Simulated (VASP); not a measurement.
# HfN (Fm-3m) in VASP: further runs

Runs on HfN. Level: PBEsol. Tasks: single point, relaxation of cell and atoms.

Everything below comes from runs of VASP 6.6.1. Logs are shortened: lines on timing, memory, paths and dates and some standing lists are left out, and cuts for length are marked.

### Step 1. The cell of the first run

It takes space group Fm-3m (No. 225, cubic). The conventional cell has a = 4.502 Å, b = 4.502 Å, c = 4.502 Å, α = 90.00°, β = 90.00°, γ = 90.00°. Hf (site symmetry m-3m) has 6 N at 2.25 Å within 3.0 Å. N (site symmetry m-3m) has 6 Hf at 2.25 Å within 3.0 Å.

### Step 2. Single point, PBEsol

INCAR reads:

```
SYSTEM = HfN
PREC     = Accurate       ! precision mode
ENCUT    = 520            ! plane-wave cutoff, eV
EDIFF    = 1E-6           ! SCF threshold, eV
ISMEAR   = 0              ! smearing method
SIGMA    = 0.1            ! smearing width, eV
LREAL    = .False.        ! projectors in reciprocal space
LASPH    = .True.         ! aspherical terms in the spheres
NELM     = 60             ! most SCF steps
ALGO     = Normal         ! electronic algorithm
ISIF     = 2              ! what is computed and relaxed
LWAVE    = .False.        ! write WAVECAR
LCHARG   = .True.         ! write CHGCAR
GGA      = PS             ! functional
LELF     = .True.         ! ELF
LVHAR    = .True.       
NBANDS   = 14             ! bands
```

KPOINTS reads:

```
Automatic mesh
0
Gamma
  16 16 16
  0 0 0
```

POSCAR reads:

```
HfN
1.0
    0.0000000000      2.2508709313      2.2508709313
    2.2508709313      0.0000000000      2.2508709313
    2.2508709313      2.2508709313      0.0000000000
Hf N
1 1
Direct
    0.0000000000      0.0000000000      0.0000000000
    0.5000000000      0.5000000000      0.5000000000
```

Potentials or basis: VASP PAW PBE potentials, release 64 (Hf_pv, N).

Started as:

```sh
> cat potpaw_PBE.64/Hf_pv/POTCAR potpaw_PBE.64/N/POTCAR > POTCAR
> mpirun -np 1 vasp_std > vasp.out
```

OUTCAR:

```text
SYSTEM = HfN
   PREC = Accurate
   ENCUT = 520
   EDIFF = 1E-6
   ISMEAR = 0
   LREAL = .False.
   LASPH = .True.
   NELM = 60
   ISIF = 2
   GGA = PS

 ion  position               nearest neighbor table
   1  0.000  0.000  0.000-   2 2.25   2 2.25   2 2.25   2 2.25   2 2.25   2 2.25
   2  0.500  0.500  0.500-   1 2.25   1 2.25   1 2.25   1 2.25   1 2.25   1 2.25

  LATTYP: Found a face centered cubic cell.
 ALAT       =     4.5017418626

  Lattice vectors:

 A1 = (   0.0000000000,   2.2508709313,   2.2508709313)
 A2 = (   2.2508709313,   0.0000000000,   2.2508709313)
 A3 = (   2.2508709313,   2.2508709313,   0.0000000000)

Analysis of symmetry for initial positions (statically):
=====================================================================
 Subroutine PRICEL returns:
 Original cell was already a primitive cell.

 Routine SETGRP: Setting up the symmetry group for a
 face centered cubic supercell.

 Subroutine GETGRP returns: Found 48 space group operations
 (whereof 48 operations were pure point group operations)
 out of a pool of 48 trial point group operations.

The static configuration has the point symmetry O_h .

Analysis of symmetry for dynamics (positions and initial velocities):
=====================================================================
 Subroutine PRICEL returns:
 Original cell was already a primitive cell.

 Routine SETGRP: Setting up the symmetry group for a
 face centered cubic supercell.

 Subroutine GETGRP returns: Found 48 space group operations
 (whereof 48 operations were pure point group operations)
 out of a pool of 48 trial point group operations.

The dynamic configuration has the point symmetry O_h .

 Subroutine INISYM returns: Found 48 space group operations
 (whereof 48 operations are pure point group operations),
 and found     1 'primitive' translations

----------------------------------------------------------------------------------------

                                     Primitive cell

  volume of cell :      22.8077

  direct lattice vectors                    reciprocal lattice vectors
     0.000000000  2.250870931  2.250870931    -0.222136238  0.222136238  0.222136238
     2.250870931  0.000000000  2.250870931     0.222136238 -0.222136238  0.222136238
     2.250870931  2.250870931  0.000000000     0.222136238  0.222136238 -0.222136238

  length of vectors
     3.183212198  3.183212198  3.183212198     0.384751250  0.384751250  0.384751250

  position of ions in fractional coordinates (direct lattice)
     0.000000000  0.000000000  0.000000000
     0.500000000  0.500000000  0.500000000

  ion indices of the primitive-cell ions
   primitive index   ion index
                 1           1
                 2           2

----------------------------------------------------------------------------------------
[... 87 lines left out ...]
   IALGO  =     38    algorithm
   IMIX   =      4    mixing-type and parameters
     AMIX     =   0.40;   BMIX     =  1.00
     AMIX_MAG =   1.60;   BMIX_MAG =  1.00
  volume/ion in A,a.u.               =      11.40        76.96
  Fermi-wavevector in a.u.,A,eV,Ry     =   1.423677  2.690359 27.577035  2.026855
  Thomas-Fermi vector in A             =   2.544249
   LORBIT       =      0    0 simple, 1 ext, 2 COOP (PROOUT), +10 PAW based schemes
   GGA     = PS    functional components
   LHFCALC =     F    Hartree Fock is set to
   AEXX    =    0.0000 exact exchange contribution
   IVDW    =     0    specifies the selected vdW correction
   LEPSILON=     F    determine dielectric tensor
   LRPA    =     F    only Hartree local field effects (RPA)
 non-spin polarized calculation
 Gauss-broadening in eV      SIGMA  =   0.10
  energy-cutoff  :      520.00
  volume of cell :       22.81
 maximum number of plane-waves:       636
   NGX = 11   NGY = 11   NGZ = 11

 number of electron      15.0000001 magnetization

 Free energy of the ion-electron system (eV)
  ---------------------------------------------------
  ext. energy  EPLUGINS =         0.00000000
  ---------------------------------------------------
  free energy    TOTEN  =       -22.99479012 eV

  energy without entropy =      -22.99183729  energy(sigma->0) =      -22.99331370

 E-fermi :   8.2867     XC(G=0): -12.9506

 val. band max:        8.2742347310   @ k =  -0.4375   0.3125   0.1250
 cond. band min:       8.2875406749   @ k =  -0.1250   0.0625   0.0000
 fundamental gap:      0.0133059439
 Fermi energy:         8.2867474663

 k-point     1 :       0.0000    0.0000    0.0000
  band No.  band energies     occupation
      1     -22.7236      2.00000
      2     -22.7236      2.00000
      3     -22.7236      2.00000
      4      -9.2071      2.00000
      5       5.2994      2.00000
      6       5.2994      2.00000
      7       5.2994      2.00000
      8       7.9172      2.00000
      9       7.9172      2.00000
     10       7.9172      2.00000
     11      10.2111      0.00000
     12      10.2646      0.00000
     13      10.2646      0.00000
     14      17.8594      0.00000
[... 377 lines left out ...]
      1     -22.8253      2.00000
      2     -22.7489      2.00000
      3     -22.7255      2.00000
      4      -8.9623      2.00000
      5       4.2627      2.00000
      6       4.6146      2.00000
      7       4.9352      2.00000
      8       8.0931      1.99383
      9       8.0943      1.99350
     10       8.5470      0.00023
     11      10.4010      0.00000
     12      11.2221      0.00000
     13      11.3284      0.00000
     14      18.6696      0.00000

 [... further k-points ...]

------------------------ aborting loop because EDIFF is reached ----------------------------------------

  FORCE on cell =-STRESS in cart. coord.  units (eV):
  Direction    XX          YY          ZZ          XY          YZ          ZX
  --------------------------------------------------------------------------------------
  -------------------------------------------------------------------------------------
  Total       -0.3161884     -0.3161884     -0.3161884      0.0000000      0.0000000      0.0000000
  in kB      -22.2113356    -22.2113356    -22.2113356      0.0000000      0.0000000      0.0000000
  external PRESSURE =     -22.2113356 kB  Pullay stress =       0.0000000 kB

 VOLUME and BASIS-vectors are now :
 -----------------------------------------------------------------------------
  energy-cutoff  :      520.00
  volume of cell :       22.81
      direct lattice vectors                 reciprocal lattice vectors
     0.000000000  2.250870931  2.250870931    -0.222136238  0.222136238  0.222136238
     2.250870931  0.000000000  2.250870931     0.222136238 -0.222136238  0.222136238
     2.250870931  2.250870931  0.000000000     0.222136238  0.222136238 -0.222136238

 POSITION                                       TOTAL-FORCE (eV/Angst)
 -----------------------------------------------------------------------------------
      0.00000      0.00000      0.00000        -0.000000     -0.000000     -0.000000
      2.25087      2.25087      2.25087         0.000000      0.000000      0.000000
 -----------------------------------------------------------------------------------
    total drift:                                0.000000     -0.000000     -0.000000

  FREE ENERGIE OF THE ION-ELECTRON SYSTEM (eV)
  ---------------------------------------------------
  free  energy   TOTEN  =       -22.9947901177 eV

  energy  without entropy=      -22.9918372850  energy(sigma->0) =      -22.99331370
```

OSZICAR:

```text
N       E                     dE             d eps       ncg     rms          rms(c)
DAV:   1     0.360932993340E+02    0.36093E+02   -0.77343E+03  4068   0.101E+03
DAV:   2    -0.237712966648E+02   -0.59865E+02   -0.56005E+02  5338   0.234E+02
DAV:   3    -0.257143167450E+02   -0.19430E+01   -0.19339E+01  4696   0.344E+01
DAV:   4    -0.257214086288E+02   -0.70919E-02   -0.70900E-02  4864   0.242E+00
DAV:   5    -0.257214503515E+02   -0.41723E-04   -0.41722E-04  4736   0.160E-01    0.513E+01
DAV:   6    -0.231110431347E+02    0.26104E+01   -0.71965E+00  4546   0.209E+01    0.427E+01
DAV:   7    -0.230253680164E+02    0.85675E-01   -0.43780E-01  5140   0.579E+00    0.260E+01
DAV:   8    -0.229998535879E+02    0.25514E-01   -0.10052E-01  4786   0.266E+00    0.505E+00
DAV:   9    -0.229949708598E+02    0.48827E-02   -0.14182E-02  4708   0.937E-01    0.199E+00
DAV:  10    -0.229948286662E+02    0.14219E-03   -0.11532E-03  5390   0.318E-01    0.477E-01
DAV:  11    -0.229947915990E+02    0.37067E-04   -0.85182E-05  5050   0.916E-02    0.846E-02
DAV:  12    -0.229947904012E+02    0.11978E-05   -0.75744E-06  5010   0.234E-02    0.286E-02
DAV:  13    -0.229947901177E+02    0.28355E-06   -0.18257E-07  3026   0.421E-03
   1 F= -.22994790E+02 E0= -.22993314E+02  d E =-.295283E-02
```

Wall time 84 s (1 thread of Intel Xeon 8259CL, shared host); peak memory 0.18 GiB.

What came out:

* Free energy: -22.9948 eV
* Pressure: -2.2 GPa
* Band gap on the k mesh: zero (an odd number of electrons rules out a gap without spin polarisation)

Levels at points of the mesh, in eV from the Fermi level:
```csv
k point,band 6,band 7,band 8,band 9,band 10,band 11
"(0.00, 0.00, 0.00)",-2.99,-2.99,-0.37,-0.37,-0.37,1.92
"(0.50, 0.00, 0.00)",-6.22,-6.22,3.35,3.78,3.78,4.47
"(0.50, 0.50, 0.00)",-3.88,-3.65,-3.65,4.16,5.64,5.64
```

Caveat: the PAW data sets were made with another functional, which shifts forces and pressure a little; spin-orbit coupling is left out, which moves the levels of the heavy elements.

### Step 3. Single point, PBEsol

INCAR reads:

```
PREC = Accurate ; ENCUT = 520
EDIFF = 1E-7 ; ISMEAR = -1
SIGMA = 0.15 ; LREAL = False
LASPH = True ; NELM = 100
ALGO = Normal ; ISIF = 2
LWAVE = False ; LCHARG = True
GGA = PS ; LELF = True
LVHAR = True ; NBANDS = 14
```

KPOINTS reads:

```
regular mesh
0
Gamma
  16 16 16
```

POSCAR reads:

```
HfN
1.0
    0.0000000000      2.2511636239      2.2511636239
    2.2511636239      0.0000000000      2.2511636239
    2.2511636239      2.2511636239      0.0000000000
Hf N
1 1
Direct
    0.0000000000      0.0000000000      0.0000000000
    0.5000000000      0.5000000000      0.5000000000
```

Potentials or basis: VASP PAW PBE potentials, release 64 (Hf_pv, N).

Started as:

```sh
> cat potpaw_PBE.64/Hf_pv/POTCAR potpaw_PBE.64/N/POTCAR > POTCAR
> mpirun -np 1 vasp_std > vasp.out
```

Run time: 97 s. Hardware: 1 thread of Intel Xeon 8259CL, shared host; peak memory 0.18 GiB.

Results (log left out):

| Item | Value |
| --- | --- |
| Free energy | -23.0145 eV |
| Pressure | -2.2 GPa |
| Band gap on the k mesh | zero (an odd number of electrons rules out a gap without spin polarisation) |

Levels at points of the mesh, in eV from the Fermi level:
```
           k point  band 5  band 6  band 7  band 8  band 9  band 10  band 11  band 12
(0.00, 0.00, 0.00)   -2.99   -2.99   -2.99   -0.37   -0.37    -0.37     1.92     1.97
(0.50, 0.00, 0.00)   -8.96   -6.22   -6.22    3.35    3.77     3.77     4.47     9.00
(0.50, 0.50, 0.00)   -5.38   -3.89   -3.66   -3.66    4.15     5.63     5.63     5.74
```

Caveat: the PAW data sets were made with another functional, which shifts forces and pressure a little; spin-orbit coupling is left out, which moves the levels of the heavy elements.

### Step 4. Relaxation of cell and atoms, PBEsol

INCAR reads:

```
  ALGO = Normal
  EDIFF = 1E-6
  EDIFFG = -0.001
  ENCUT = 600
  GGA = PS
  IBRION = 2
  ISIF = 3
  ISMEAR = -1
  LASPH = True
  LCHARG = False
  LREAL = False
  LWAVE = False
  NELM = 80
  NSW = 80
  PREC = Accurate
  SIGMA = 0.15
```

KPOINTS reads:

```
k-points
0
Gamma
  16 16 16
```

POSCAR reads:

```
HfN
1.0
    0.0000000000      2.2508709313      2.2508709313
    2.2508709313      0.0000000000      2.2508709313
    2.2508709313      2.2508709313      0.0000000000
Hf N
1 1
Direct
    0.0000000000      0.0000000000      0.0000000000
    0.5000000000      0.5000000000      0.5000000000
```

Started as:

```sh
> cat potpaw_PBE.64/Hf_pv/POTCAR potpaw_PBE.64/N/POTCAR > POTCAR
> mpirun -np 1 vasp_std > vasp.out
```

It took 4.1 min on 1 thread of Intel Xeon 8259CL, shared host; peak memory 0.21 GiB.

It converged, with:

```
Free energy                           : -23.0178 eV
Relaxed volume                        : 11.32 Å³/atom
Relaxed cell                          : a = 3.175 Å, b = 3.175 Å, c = 3.175 Å, α = 60.00°, β = 60.00°, γ = 60.00°
Space group after relaxing (to 0.1 Å) : Fm-3m (No. 225)
Energy gained by relaxing             : 0.6 meV/atom
Ionic steps                           : 3
Pressure after relaxing               : 0.0 GPa
Band gap on the k mesh                : zero (an odd number of electrons rules out a gap without spin polarisation)
```

Step by step:
```
step  energy change (eV)  largest force (eV/Å)  pressure (GPa)  volume (Å³)
   1              0.0000                0.0000           -2.17        22.81
   2              0.0034                0.0000            4.46        22.30
   3             -0.0012                0.0000           -0.01        22.64
```

Final structure:
```
CELL_PARAMETERS angstrom
0.00000 2.24522 2.24522
2.24522 0.00000 2.24522
2.24522 2.24522 0.00000
ATOMIC_POSITIONS crystal
Hf 0.00000 0.00000 0.00000
N 0.50000 0.50000 0.50000
```

Levels at points of the mesh, in eV from the Fermi level:
```
           k point  band 6  band 7  band 8  band 9  band 10  band 11
(0.00, 0.00, 0.00)   -3.00   -3.00   -0.38   -0.38    -0.38     1.99
(0.50, 0.00, 0.00)   -6.27   -6.27    3.38    3.81     3.81     4.51
(0.50, 0.50, 0.00)   -3.92   -3.66   -3.66    4.19     5.70     5.76
```

Caveat: the PAW data sets were made with another functional, which shifts forces and pressure a little; spin-orbit coupling is left out, which moves the levels of the heavy elements.

### Step 5. The runs side by side

| task | cell | cutoff (eV) | smearing | gap on the mesh (eV) | pressure (GPa) |
| --- | --- | --- | --- | --- | --- |
| single point | a = 3.183 Å, angles 60.0°, 2 atoms | 520 | gaussian 0.1 eV | none | -2.2 |
| single point | a = 3.184 Å, angles 60.0°, 2 atoms | 520 | fermi-dirac 0.15 eV | none | -2.2 |
| relaxation of cell and atoms | relaxed from a = 3.183 Å, angles 60.0°, 2 atoms | 600 | fermi-dirac 0.15 eV | none | 0.0 |

Alike in all rows: level PBEsol; potentials or basis VASP PAW PBE potentials, release 64 (Hf_pv, N); no spin polarisation; k mesh 16 × 16 × 16.

Caveats: the PAW data sets were made with another functional, which shifts forces and pressure a little; spin-orbit coupling is left out, which moves the levels of the heavy elements.

Absolute energies hang on the potentials; compare differences alone.
